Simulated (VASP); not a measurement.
# Mg2Ge3N (P6/mmm) in VASP: further runs, part 2 of 2

VASP 6.6.1. Earlier steps stand in the parts before.

## Step 3: Single point, PBE

This run uses another cell than the first one, of 17.81 Å³/atom, 1.093 times its volume.

INCAR reads:

```
PREC = Accurate
ENCUT = 520
EDIFF = 1E-6
ISMEAR = 0
SIGMA = 0.1
LREAL = False
LASPH = True
NELM = 80
ALGO = Normal
ISIF = 2
LWAVE = False
LCHARG = False
GGA = PE
NBANDS = 34
```

KPOINTS reads:

```
regular mesh
0
Gamma
  6 6 4
```

POSCAR reads:

```
Mg2Ge3N
1.0
    4.7512897804      0.0000000000      0.0000000000
   -2.3756448902      4.1147376505      0.0000000000
    0.0000000000      0.0000000000      5.4670192326
Mg Ge N
2 3 1
Direct
    0.3333333333      0.6666666667      0.0000000000
    0.6666666667      0.3333333333      0.0000000000
    0.3333333333      0.6666666667      0.5000000000
    0.6666666667      0.3333333333      0.5000000000
    0.0000000000      0.0000000000      0.0000000000
    0.0000000000      0.0000000000      0.5000000000
```

Potentials or basis: VASP PAW PBE potentials, release 64 (Mg, Ge_d, N).

Run with:

```console
$ cat potpaw_PBE.64/Mg/POTCAR potpaw_PBE.64/Ge_d/POTCAR potpaw_PBE.64/N/POTCAR > POTCAR
$ mpirun -np 1 vasp_std > vasp.out
```

OUTCAR:

```text
PREC = Accurate
   ENCUT = 520
   EDIFF = 1E-6
   ISMEAR = 0
   LREAL = False
   LASPH = True
   NELM = 80
   ISIF = 2
   GGA = PE

 ion  position               nearest neighbor table
   1  0.333  0.667  0.000-   3 2.73   3 2.73   2 2.74   2 2.74   5 2.74   5 2.74   5 2.74   2 2.74

   2  0.667  0.333  0.000-   4 2.73   4 2.73   1 2.74   1 2.74   5 2.74   5 2.74   5 2.74   1 2.74

   3  0.333  0.667  0.500-   1 2.73   1 2.73   4 2.74   4 2.74   4 2.74
   4  0.667  0.333  0.500-   2 2.73   2 2.73   3 2.74   3 2.74   3 2.74
   5  0.000  0.000  0.000-   1 2.74   2 2.74   1 2.74   2 2.74   2 2.74   1 2.74
   6  0.000  0.000  0.500-

  LATTYP: Found a hexagonal cell.
 ALAT       =     4.7512897804
 C/A-ratio  =     1.1506389813

  Lattice vectors:

 A1 = (   4.7512897804,   0.0000000000,   0.0000000000)
 A2 = (  -2.3756448902,   4.1147376505,   0.0000000000)
 A3 = (   0.0000000000,   0.0000000000,   5.4670192326)

Analysis of symmetry for initial positions (statically):
=====================================================================
 Subroutine PRICEL returns:
[... 179 lines left out ...]
 cond. band min:       4.6238469368   @ k =   0.3333   0.1667   0.2500
 fundamental gap:      0.0634206130
 Fermi energy:         4.5770437875

 k-point     1 :       0.0000    0.0000    0.0000
  band No.  band energies     occupation
      1     -20.0457      2.00000
      2     -20.0457      2.00000
      3     -19.9920      2.00000
      4     -19.9890      2.00000
      5     -19.9890      2.00000
      6     -19.9745      2.00000
[... 766 lines left out ...]
     33       9.5865      0.00000
     34      10.2252      0.00000

------------------------ aborting loop because EDIFF is reached ----------------------------------------

  FORCE on cell =-STRESS in cart. coord.  units (eV):
  Direction    XX          YY          ZZ          XY          YZ          ZX
  --------------------------------------------------------------------------------------
  -------------------------------------------------------------------------------------
  Total       -0.0322817     -0.0322817     -0.0505567      0.0000000     -0.0000000      0.0000000
  in kB       -0.4839083     -0.4839083     -0.7578535      0.0000000     -0.0000000      0.0000000
  external PRESSURE =      -0.5752233 kB  Pullay stress =       0.0000000 kB

 VOLUME and BASIS-vectors are now :
 -----------------------------------------------------------------------------
  energy-cutoff  :      520.00
  volume of cell :      106.88
      direct lattice vectors                 reciprocal lattice vectors
     4.751289780  0.000000000  0.000000000     0.210469167  0.121514430  0.000000000
    -2.375644890  4.114737651  0.000000000     0.000000000  0.243028860  0.000000000
     0.000000000  0.000000000  5.467019233     0.000000000  0.000000000  0.182915032

 POSITION                                       TOTAL-FORCE (eV/Angst)
 -----------------------------------------------------------------------------------
     -0.00000      2.74316      0.00000         0.000000      0.000000      0.000000
      2.37564      1.37158      0.00000        -0.000000      0.000000     -0.000000
     -0.00000      2.74316      2.73351         0.000000      0.000000     -0.000000
      2.37564      1.37158      2.73351         0.000000     -0.000000     -0.000000
      0.00000      0.00000      0.00000         0.000000      0.000000     -0.000000
      0.00000      0.00000      2.73351         0.000000      0.000000     -0.000000
 -----------------------------------------------------------------------------------
    total drift:                                0.000000      0.000000     -0.000000

  FREE ENERGIE OF THE ION-ELECTRON SYSTEM (eV)
  ---------------------------------------------------
  free  energy   TOTEN  =       -20.4043787174 eV

  energy  without entropy=      -20.3810606257  energy(sigma->0) =      -20.39271967
```

stdout:

```text
POSCAR found type information on POSCAR MgGeN
 POSCAR found :  3 types and       6 ions
 scaLAPACK will be used
 LDA part: xc-table for (Slater+PW92), standard interpolation
 POSCAR, INCAR and KPOINTS ok, starting setup
 FFT: planning ... GRIDC
 FFT: planning ... GRID_SOFT
 FFT: planning ... GRID
 WAVECAR not read
 entering main loop
```

It took 73 s on 1 thread of Intel Xeon Platinum 8259CL at 2.50GHz (Skylake/Cascade Lake), shared host; peak memory 0.26 GiB.

Results:

```
Free energy : -20.4044 eV
Pressure    : -0.1 GPa
```

Levels at points of the mesh, in eV from the Fermi level:
```
           k point  band 22  band 23  band 24  band 25  band 26  band 27  band 28  band 29  band 30  band 31
(0.00, 0.00, 0.00)    -2.68    -1.80    -1.80    -0.36    -0.23    -0.23     1.08     1.76     2.98     2.98
(0.50, 0.00, 0.00)    -3.02    -2.23    -1.05    -0.10    -0.10     1.06     1.56     1.57     4.02     4.28
(0.00, 0.00, 0.50)    -2.31    -1.55    -1.55    -0.93    -0.93    -0.76     0.56     0.94     1.61     1.61
(0.50, 0.00, 0.50)    -1.99    -1.77    -0.49    -0.07     0.48     1.16     1.50     2.37     4.32     4.56
```

## Step 4: Relaxation of cell and atoms, PBE

INCAR reads:

```
PREC = Accurate
ENCUT = 600
EDIFF = 1E-6
ISMEAR = 0
SIGMA = 0.1
LREAL = False
LASPH = True
NELM = 60
ALGO = Normal
ISIF = 3
LWAVE = False
LCHARG = False
GGA = PE
IBRION = 2
NSW = 90
EDIFFG = -0.04
```

KPOINTS reads:

```
Automatic mesh
0
Gamma
  6 6 4
```

POSCAR reads:

```
Mg2Ge3N
1.0
    5.0332613600      0.0000000000      0.0000000000
   -2.5166306800      4.3589322000      0.0000000000
    0.0000000000      0.0000000000      4.4559198600
Mg Ge N
2 3 1
Direct
    0.3333333300      0.6666666700      0.0000000000
    0.6666666700      0.3333333300      0.0000000000
    0.3333333300      0.6666666700      0.5000000000
    0.6666666700      0.3333333300      0.5000000000
    0.0000000000      0.0000000000      0.0000000000
    0.0000000000      0.0000000000      0.5000000000
```

Run with:

```console
$ cat potpaw_PBE.64/Mg/POTCAR potpaw_PBE.64/Ge_d/POTCAR potpaw_PBE.64/N/POTCAR > POTCAR
$ mpirun -np 1 vasp_std > vasp.out
```

Run time: 7.5 min. Hardware: 1 thread of Intel Xeon Platinum 8259CL at 2.50GHz (Skylake/Cascade Lake), shared host; peak memory 0.28 GiB.

The run converged. Its results:

```yaml
Free_energy: -20.3950 eV
Relaxed_volume: 17.68 Å³/atom
Relaxed_cell: a = 4.745 Å, b = 4.745 Å, c = 5.441 Å, α = 90.00°, β = 90.00°, γ = 120.00°
Space_group_after_relaxing_to_0.05_Å: P6/mmm (No. 191)
Energy_gained_by_relaxing: 371.4 meV/atom
Ionic_steps: 7
Pressure_after_relaxing: 0.3 GPa
```

Stress tensor (GPa, compression positive):
```
0.21 0.00 0.00
0.00 0.21 0.00
0.00 0.00 0.34
```

Step by step:
| step | energy change (eV) | largest force (eV/Å) | pressure (GPa) | volume (Å³) |
| --- | --- | --- | --- | --- |
| 1 | 0.0000 | 0.0000 | 15.50 | 97.76 |
| 2 | -1.8347 | 0.0000 | -5.86 | 120.26 |
| 3 | -1.8506 | 0.0000 | -3.64 | 115.37 |
| 4 | -1.8597 | 0.0000 | -4.63 | 117.29 |
| 5 | -2.1786 | 0.0000 | -1.85 | 109.90 |
| 6 | -2.2274 | 0.0000 | -0.19 | 106.74 |
| 7 | -2.2283 | 0.0000 | 0.26 | 106.08 |

Final structure:
```
CELL_PARAMETERS angstrom
4.74473 0.00000 0.00000
-2.37236 4.10906 0.00000
0.00000 0.00000 5.44122
ATOMIC_POSITIONS crystal
Mg 0.33333 0.66667 0.00000
Mg 0.66667 0.33333 0.00000
Ge 0.33333 0.66667 0.50000
Ge 0.66667 0.33333 0.50000
Ge 0.00000 0.00000 0.00000
N 0.00000 0.00000 0.50000
```

Levels at points of the mesh, in eV from the Fermi level:
```tsv
k point	band 23	band 24	band 25	band 26	band 27	band 28	band 29	band 30
(0.00, 0.00, 0.00)	-1.82	-1.82	-0.38	-0.22	-0.22	1.13	1.76	3.01
(0.50, 0.00, 0.00)	-2.25	-1.04	-0.12	-0.10	1.09	1.57	1.59	4.08
(0.00, 0.00, 0.50)	-1.56	-1.56	-0.93	-0.93	-0.76	0.93	1.61	1.61
(0.50, 0.00, 0.50)	-1.78	-0.48	-0.08	0.50	1.19	1.50	2.40	4.38
```

## Step 5: Single point, PBE

This run uses another cell than the first one, of 17.82 Å³/atom, 1.094 times its volume.

INCAR reads:

```
  ALGO = Normal
  EDIFF = 1E-6
  ENCUT = 520
  GGA = PE
  ISIF = 2
  ISMEAR = 0
  LASPH = T
  LCHARG = F
  LREAL = F
  LWAVE = F
  NBANDS = 34
  NELM = 80
  PREC = Accurate
  SIGMA = 0.1
```

KPOINTS reads:

```
k-points
0
Gamma
  12 12 8
```

POSCAR reads:

```
Mg2Ge3N
1.0
    4.7787616460      0.0000000000      0.0000000000
   -2.3893808230      4.1385289840      0.0000000000
    0.0000000000      0.0000000000      5.4058320222
Mg Ge N
2 3 1
Direct
    0.3333333333      0.6666666667      0.0000000000
    0.6666666667      0.3333333333      0.0000000000
    0.3333333333      0.6666666667      0.5000000000
    0.6666666667      0.3333333333      0.5000000000
    0.0000000000      0.0000000000      0.0000000000
    0.0000000000      0.0000000000      0.5000000000
```

Run with:

```console
$ cat potpaw_PBE.64/Mg/POTCAR potpaw_PBE.64/Ge_d/POTCAR potpaw_PBE.64/N/POTCAR > POTCAR
$ mpirun -np 1 vasp_std > vasp.out
```

Wall time 4 min (1 thread of Intel Xeon Platinum 8259CL at 2.50GHz (Skylake/Cascade Lake), shared host); peak memory 0.42 GiB.

Results (log left out):

```
Free energy : -20.4665 eV
Pressure    : -0.1 GPa
```

Levels at points of the mesh, in eV from the Fermi level:
```
           k point  band 23  band 24  band 25  band 26  band 27  band 28
(0.00, 0.00, 0.00)    -1.73    -1.73    -0.34    -0.07    -0.07     1.14
(0.50, 0.00, 0.00)    -2.15    -0.88    -0.08     0.00     1.16     1.59
(0.00, 0.00, 0.50)    -1.45    -1.45    -0.85    -0.85    -0.62     0.83
(0.50, 0.00, 0.50)    -1.78    -0.32     0.03     0.59     1.32     1.58
```

## Step 6: Overview

```tsv
task	cell	k mesh	cutoff (eV)	gap on the mesh (eV)	pressure (GPa)
single point	a = 5.033, b = 5.033, c = 4.456 Å, angles 90.0, 90.0, 120.0°, 6 atoms	6 × 6 × 4	520	none	15.5
single point	a = 4.751, b = 4.751, c = 5.467 Å, angles 90.0, 90.0, 120.0°, 6 atoms	6 × 6 × 4	520	none	-0.1
relaxation of cell and atoms	relaxed from a = 5.033, b = 5.033, c = 4.456 Å, angles 90.0, 90.0, 120.0°, 6 atoms	6 × 6 × 4	600	none	0.3
single point	a = 4.779, b = 4.779, c = 5.406 Å, angles 90.0, 90.0, 120.0°, 6 atoms	12 × 12 × 8	520	none	-0.1
```

Alike in all rows: level PBE; potentials or basis VASP PAW PBE potentials, release 64 (Mg, Ge_d, N); no spin polarisation; smearing gaussian 0.1 eV.

Absolute energies hang on the potentials; compare differences alone.
